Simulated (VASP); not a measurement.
# LiF (Imm2) in VASP: a series of runs, part 2 of 2

VASP 6.6.1. Earlier steps stand in the parts before.

### 4 Single point, PBEsol

Input file INCAR:

```
SYSTEM = LiF
ALGO = Normal ; EDIFF = 1E-7
ENCUT = 520 ; GGA = PS
ISIF = 2 ; ISMEAR = 0
LASPH = .True. ; LCHARG = .False.
LREAL = .False. ; LWAVE = .False.
NBANDS = 12 ; NELM = 80
PREC = Accurate ; SIGMA = 0.05
```

Input file KPOINTS:

```
k-points
0
Gamma
  10 10 10
  0 0 0
```

Input file POSCAR:

```
LiF
1.0
    0.0000000000      2.0140000000      2.0140000000
    2.0140000000      0.0000000000      2.0140000000
    2.0140000000      2.0140000000      0.0000000000
Li F
1 1
Direct
    0.0175547860      0.0000000000      0.0000000000
    0.5000000000      0.5000000000      0.5000000000
```

Potentials or basis: VASP PAW PBE potentials, release 64 (Li_sv, F).

Run with:

```sh
cat potpaw_PBE.64/Li_sv/POTCAR potpaw_PBE.64/F/POTCAR > POTCAR
mpirun -np 1 vasp_std > vasp.out
```

OUTCAR:

```text
SYSTEM = LiF
   EDIFF = 1E-7
   ENCUT = 520
   GGA = PS
   ISIF = 2
   ISMEAR = 0
   LASPH = .True.
   LREAL = .False.
   NELM = 80
   PREC = Accurate

 ion  position               nearest neighbor table
   1  0.018  0.000  0.000-   2 1.98   2 1.98   2 2.01   2 2.01   2 2.05   2 2.05
   2  0.500  0.500  0.500-   1 1.98   1 1.98   1 2.01   1 2.01   1 2.05   1 2.05

  LATTYP: Found a face centered cubic cell.
 ALAT       =     4.0280000000

  Lattice vectors:

 A1 = (   0.0000000000,   2.0140000000,   2.0140000000)
 A2 = (   2.0140000000,   0.0000000000,   2.0140000000)
 A3 = (   2.0140000000,   2.0140000000,   0.0000000000)

Analysis of symmetry for initial positions (statically):
=====================================================================
 Subroutine PRICEL returns:
 Original cell was already a primitive cell.

 Routine SETGRP: Setting up the symmetry group for a
 face centered cubic supercell.

 Subroutine GETGRP returns: Found  4 space group operations
 (whereof  4 operations were pure point group operations)
 out of a pool of 48 trial point group operations.

The static configuration has the point symmetry C_2v.

Analysis of symmetry for dynamics (positions and initial velocities):
[... 169 lines left out ...]
 k-point     1 :       0.0000    0.0000    0.0000
  band No.  band energies     occupation
      1     -41.3154      2.00000
      2     -20.9731      2.00000
      3      -1.1125      2.00000
      4      -1.1079      2.00000
      5      -1.1076      2.00000
      6       7.8038      0.00000
      7      22.5112      0.00000
      8      22.5203      0.00000
      9      22.7240      0.00000
     10      23.0005      0.00000
     11      23.2187      0.00000
     12      23.2204      0.00000
[... 331 lines left out ...]
 k-point    24 :       0.1000    0.0000    0.4000
  band No.  band energies     occupation
      1     -41.2589      2.00000
      2     -20.5782      2.00000
      3      -3.2843      2.00000
      4      -1.4775      2.00000
      5      -1.4424      2.00000
      6       9.8460      0.00000
      7      15.3641      0.00000
      8      18.0282      0.00000
      9      18.2737      0.00000
     10      25.3884      0.00000
     11      29.4592      0.00000
     12      29.6661      0.00000

 [... further k-points ...]
[... 5 lines left out ...]
  --------------------------------------------------------------------------------------
  -------------------------------------------------------------------------------------
  Total       -0.1423986     -0.1231310     -0.1231310      0.0000000     -0.0021100      0.0000000
  in kB      -13.9639369    -12.0745132    -12.0745132      0.0000000     -0.2069108      0.0000000
  external PRESSURE =     -12.7043211 kB  Pullay stress =       0.0000000 kB

 VOLUME and BASIS-vectors are now :
 -----------------------------------------------------------------------------
  energy-cutoff  :      520.00
  volume of cell :       16.34
      direct lattice vectors                 reciprocal lattice vectors
     0.000000000  2.014000000  2.014000000    -0.248262165  0.248262165  0.248262165
     2.014000000  0.000000000  2.014000000     0.248262165 -0.248262165  0.248262165
     2.014000000  2.014000000  0.000000000     0.248262165  0.248262165 -0.248262165

 POSITION                                       TOTAL-FORCE (eV/Angst)
 -----------------------------------------------------------------------------------
      0.00000      0.03536      0.03536         0.000000     -0.059512     -0.059512
      2.01400      2.01400      2.01400        -0.000000      0.059512      0.059512
 -----------------------------------------------------------------------------------
    total drift:                                0.000001     -0.000174     -0.000174

  FREE ENERGIE OF THE ION-ELECTRON SYSTEM (eV)
  ---------------------------------------------------
  free  energy   TOTEN  =        -9.8497733554 eV

  energy  without entropy=       -9.8497733554  energy(sigma->0) =       -9.84977336
```

OSZICAR:

```text
N       E                     dE             d eps       ncg     rms          rms(c)
DAV:   1     0.313355887095E+02    0.31336E+02   -0.53258E+03  4256   0.836E+02
DAV:   2    -0.917268202523E+01   -0.40508E+02   -0.39618E+02  4948   0.187E+02
DAV:   3    -0.102655809886E+02   -0.10929E+01   -0.10902E+01  5372   0.269E+01
DAV:   4    -0.102767288743E+02   -0.11148E-01   -0.11147E-01  4628   0.290E+00
DAV:   5    -0.102768640377E+02   -0.13516E-03   -0.13516E-03  5364   0.234E-01    0.407E+00
DAV:   6    -0.984912843496E+01    0.42774E+00   -0.20151E+00  4596   0.873E+00    0.139E+00
DAV:   7    -0.984729401317E+01    0.18344E-02   -0.15264E-02  5404   0.111E+00    0.840E-01
DAV:   8    -0.984969795118E+01   -0.24039E-02   -0.11900E-02  5112   0.120E+00    0.106E-01
DAV:   9    -0.984972167300E+01   -0.23722E-04   -0.10307E-03  4800   0.284E-01    0.427E-02
DAV:  10    -0.984977308634E+01   -0.51413E-04   -0.10011E-04  4744   0.757E-02    0.990E-03
DAV:  11    -0.984977327605E+01   -0.18971E-06   -0.48962E-06  5372   0.219E-02    0.231E-03
DAV:  12    -0.984977335542E+01   -0.79367E-07   -0.69280E-07  4700   0.765E-03
   1 F= -.98497734E+01 E0= -.98497734E+01  d E =-.816427E-37
```

stdout:

```text
POSCAR found type information on POSCAR LiF
 POSCAR found :  2 types and       2 ions
 scaLAPACK will be used
 -----------------------------------------------------------------------------
|                                                                             |
|                                                                             |
|     You enforced a specific xc type in the INCAR file but a different       |
|     I HOPE YOU KNOW WHAT YOU ARE DOING!                                     |
|                                                                             |
 -----------------------------------------------------------------------------

 LDA part: xc-table for (Slater+PW92), standard interpolation
 POSCAR, INCAR and KPOINTS ok, starting setup
 FFT: planning ... GRIDC
 FFT: planning ... GRID_SOFT
 FFT: planning ... GRID
 WAVECAR not read
 entering main loop
```

It took 22 s on 1 thread of Intel Xeon 6975P-C, shared host; peak memory 0.15 GiB.

What came out:

```
Free energy            : -9.8498 eV
Largest force          : 0.084 eV/Å
Band gap on the k mesh : 8.91 eV, direct
```

Forces on the atoms (eV/Å):
```
Li   0.000 -0.060 -0.060
F    0.000  0.060  0.060
```

Caveat: the cell differs from its parent crystal (all Li atoms moved -0.050 Å, as atom 1 towards its neighbour atom 1 (Li) at 2.848 Å); the cutoff is under 1.25 times the usual one of these potentials, so pressure, stress and relaxed cells hold a basis-set (Pulay) error; the PAW data sets were made with another functional, which shifts forces and pressure a little. A k mesh can miss the band edges.

### 5 Single point, PBEsol

Input file INCAR:

```
PREC     = Accurate       # precision mode
ENCUT    = 520            # plane-wave cutoff, eV
EDIFF    = 1E-7           # SCF threshold, eV
ISMEAR   = 0              # smearing method
SIGMA    = 0.05           # smearing width, eV
LREAL    = False          # projectors in reciprocal space
LASPH    = True           # aspherical terms in the spheres
NELM     = 100            # most SCF steps
ALGO     = Normal         # electronic algorithm
ISIF     = 2              # what is computed and relaxed
LWAVE    = False          # write WAVECAR
LCHARG   = False          # write CHGCAR
GGA      = PS             # functional
NBANDS   = 12             # bands
```

Input file KPOINTS:

```
Automatic mesh
0
Gamma
  10 10 10
```

POSCAR, as its differences from that of step 4:

```diff
@@ -8,3 +8,3 @@
 Direct
-    0.0175547860      0.0000000000      0.0000000000
+   -0.0087773930      0.0000000000      0.0000000000
     0.5000000000      0.5000000000      0.5000000000
```

Run with:

```sh
cat potpaw_PBE.64/Li_sv/POTCAR potpaw_PBE.64/F/POTCAR > POTCAR
mpirun -np 1 vasp_std > vasp.out
```

Run time: 23 s. Hardware: 1 thread of Intel Xeon 6975P-C, shared host; peak memory 0.15 GiB.

Results (log left out):

- Free energy: -9.8513 eV
- Largest force: 0.042 eV/Å
- Band gap on the k mesh: 8.91 eV, direct

Forces in eV/Å, atoms in the order of the input:
```
Li   0.000  0.030  0.030
F    0.000 -0.030 -0.030
```

Levels at points of the mesh, in eV from the valence-band top:
```tsv
k point	band 2	band 3	band 4	band 5	band 6	band 7	band 8	band 9
(0.00, 0.00, 0.00)	-19.86	0.00	0.00	0.00	8.91	23.75	23.76	23.83
(0.50, 0.00, 0.00)	-19.42	-2.56	-0.23	-0.23	10.57	16.55	18.75	18.75
(0.00, 0.50, 0.00)	-19.42	-2.56	-0.23	-0.23	10.57	16.55	18.75	18.75
(0.50, 0.50, 0.00)	-19.15	-3.06	-1.01	-1.01	14.63	16.19	17.33	20.09
(0.00, 0.50, 0.50)	-19.15	-3.06	-1.01	-1.01	14.63	16.19	17.32	20.09
```

Caveat: the cell differs from its parent crystal (all Li atoms moved +0.025 Å, as atom 1 towards its neighbour atom 1 (Li) at 2.848 Å); the cutoff is under 1.25 times the usual one of these potentials, so pressure, stress and relaxed cells hold a basis-set (Pulay) error; the PAW data sets were made with another functional, which shifts forces and pressure a little. A k mesh can miss the band edges.

### 6 Single point, PBEsol

Input file INCAR:

```
SYSTEM = LiF
PREC     = Accurate       ! precision mode
ENCUT    = 520            ! plane-wave cutoff, eV
EDIFF    = 1E-6           ! SCF threshold, eV
ISMEAR   = 0              ! smearing method
SIGMA    = 0.05           ! smearing width, eV
LREAL    = .False.        ! projectors in reciprocal space
LASPH    = .True.         ! aspherical terms in the spheres
NELM     = 100            ! most SCF steps
ALGO     = Normal         ! electronic algorithm
ISIF     = 2              ! what is computed and relaxed
LWAVE    = .False.        ! write WAVECAR
LCHARG   = .True.         ! write CHGCAR
GGA      = PS             ! functional
LELF     = .True.         ! ELF
LVHAR    = .True.       
NBANDS   = 12             ! bands
```

Input file KPOINTS:

```
regular mesh
0
Gamma
  10 10 10
  0 0 0
```

POSCAR, as its differences from that of step 5:

```diff
@@ -8,3 +8,3 @@
 Direct
-   -0.0087773930      0.0000000000      0.0000000000
+   -0.0307208755      0.0000000000      0.0000000000
     0.5000000000      0.5000000000      0.5000000000
```

Potentials or basis: VASP PAW PBE potentials, release 64 (Li_sv, F).

Run with:

```sh
cat potpaw_PBE.64/Li_sv/POTCAR potpaw_PBE.64/F/POTCAR > POTCAR
mpirun -np 1 vasp_std > vasp.out
```

OUTCAR:

```text
SYSTEM = LiF
   PREC = Accurate
   ENCUT = 520
   EDIFF = 1E-6
   ISMEAR = 0
   LREAL = .False.
   LASPH = .True.
   NELM = 100
   ISIF = 2
   GGA = PS

 ion  position               nearest neighbor table
   1  0.969  0.000  0.000-   2 1.95   2 1.95   2 2.02   2 2.02   2 2.08   2 2.08
   2  0.500  0.500  0.500-   1 1.95   1 1.95   1 2.02   1 2.02   1 2.08   1 2.08

  LATTYP: Found a face centered cubic cell.
 ALAT       =     4.0280000000

  Lattice vectors:

 A1 = (   0.0000000000,   2.0140000000,   2.0140000000)
 A2 = (   2.0140000000,   0.0000000000,   2.0140000000)
 A3 = (   2.0140000000,   2.0140000000,   0.0000000000)

Analysis of symmetry for initial positions (statically):
=====================================================================
 Subroutine PRICEL returns:
 Original cell was already a primitive cell.

 Routine SETGRP: Setting up the symmetry group for a
 face centered cubic supercell.

 Subroutine GETGRP returns: Found  4 space group operations
 (whereof  4 operations were pure point group operations)
 out of a pool of 48 trial point group operations.

The static configuration has the point symmetry C_2v.

Analysis of symmetry for dynamics (positions and initial velocities):
=====================================================================
 Subroutine PRICEL returns:
 Original cell was already a primitive cell.

 Routine SETGRP: Setting up the symmetry group for a
 face centered cubic supercell.

 Subroutine GETGRP returns: Found  4 space group operations
 (whereof  4 operations were pure point group operations)
 out of a pool of 48 trial point group operations.

The dynamic configuration has the point symmetry C_2v.

 Subroutine INISYM returns: Found  4 space group operations
 (whereof  4 operations are pure point group operations),
 and found     1 'primitive' translations

----------------------------------------------------------------------------------------

                                     Primitive cell

  volume of cell :      16.3384

[... 113 lines left out ...]
   GGA     = PS    functional components
   LHFCALC =     F    Hartree Fock is set to
   AEXX    =    0.0000 exact exchange contribution
   IVDW    =     0    specifies the selected vdW correction
   LEPSILON=     F    determine dielectric tensor
   LRPA    =     F    only Hartree local field effects (RPA)
 non-spin polarized calculation
 Gauss-broadening in eV      SIGMA  =   0.05
  energy-cutoff  :      520.00
  volume of cell :       16.34
 maximum number of plane-waves:       459
 NGX is ok and might be reduce to    24
   NGX = 11   NGY = 11   NGZ = 11

 number of electron      10.0000000 magnetization

 number of electron       9.9999998 magnetization

 Free energy of the ion-electron system (eV)
  ---------------------------------------------------
  ext. energy  EPLUGINS =         0.00000000
  ---------------------------------------------------
  free energy    TOTEN  =        -9.84541782 eV

  energy without entropy =       -9.84541782  energy(sigma->0) =       -9.84541782

 E-fermi :  -0.6834     XC(G=0): -10.1990

 val. band max:       -1.1082615244   @ k =   0.0000   0.0000   0.0000
 cond. band min:       7.7952752171   @ k =   0.0000   0.0000   0.0000
 fundamental gap:      8.9035367415
 Fermi energy:        -0.6833682999

 k-point     1 :       0.0000    0.0000    0.0000
  band No.  band energies     occupation
      1     -41.3116      2.00000
      2     -20.9751      2.00000
      3      -1.1231      2.00000
      4      -1.1091      2.00000
      5      -1.1083      2.00000
      6       7.7953      0.00000
      7      22.2921      0.00000
      8      22.3153      0.00000
      9      22.7357      0.00000
     10      22.9997      0.00000
     11      23.4596      0.00000
     12      23.4697      0.00000
[... 331 lines left out ...]
 k-point    24 :       0.1000    0.0000    0.4000
  band No.  band energies     occupation
      1     -41.2548      2.00000
      2     -20.5830      2.00000
      3      -3.2859      2.00000
      4      -1.4819      2.00000
      5      -1.4470      2.00000
      6       9.8463      0.00000
      7      15.3377      0.00000
      8      18.0032      0.00000
      9      18.3742      0.00000
     10      25.3895      0.00000
     11      29.4033      0.00000
     12      29.6462      0.00000

 [... further k-points ...]
[... 5 lines left out ...]
  --------------------------------------------------------------------------------------
  -------------------------------------------------------------------------------------
  Total       -0.1376959     -0.0787384     -0.0787384      0.0000000     -0.0068893      0.0000000
  in kB      -13.5027806     -7.7212680     -7.7212680      0.0000000     -0.6755841      0.0000000
  external PRESSURE =      -9.6484389 kB  Pullay stress =       0.0000000 kB

 VOLUME and BASIS-vectors are now :
 -----------------------------------------------------------------------------
  energy-cutoff  :      520.00
  volume of cell :       16.34
      direct lattice vectors                 reciprocal lattice vectors
     0.000000000  2.014000000  2.014000000    -0.248262165  0.248262165  0.248262165
     2.014000000  0.000000000  2.014000000     0.248262165 -0.248262165  0.248262165
     2.014000000  2.014000000  0.000000000     0.248262165  0.248262165 -0.248262165

 POSITION                                       TOTAL-FORCE (eV/Angst)
 -----------------------------------------------------------------------------------
      0.00000      1.95213      1.95213         0.000000      0.105338      0.105338
      2.01400      2.01400      2.01400        -0.000000     -0.105338     -0.105338
 -----------------------------------------------------------------------------------
    total drift:                                0.000000     -0.000001     -0.000001

  FREE ENERGIE OF THE ION-ELECTRON SYSTEM (eV)
  ---------------------------------------------------
  free  energy   TOTEN  =        -9.8454178197 eV

  energy  without entropy=       -9.8454178197  energy(sigma->0) =       -9.84541782
```

It took 17 s on 1 thread of Intel Xeon 6975P-C, shared host; peak memory 0.15 GiB.

Results:

- Free energy: -9.8454 eV
- Largest force: 0.149 eV/Å
- Band gap on the k mesh: 8.90 eV, direct

Forces on the atoms (eV/Å):
```
Li   0.000  0.105  0.105
F    0.000 -0.105 -0.105
```

Caveat: the cell differs from its parent crystal (all Li atoms moved +0.087 Å, as atom 1 towards its neighbour atom 1 (Li) at 2.848 Å); the cutoff is under 1.25 times the usual one of these potentials, so pressure, stress and relaxed cells hold a basis-set (Pulay) error; the PAW data sets were made with another functional, which shifts forces and pressure a little. A k mesh can miss the band edges.
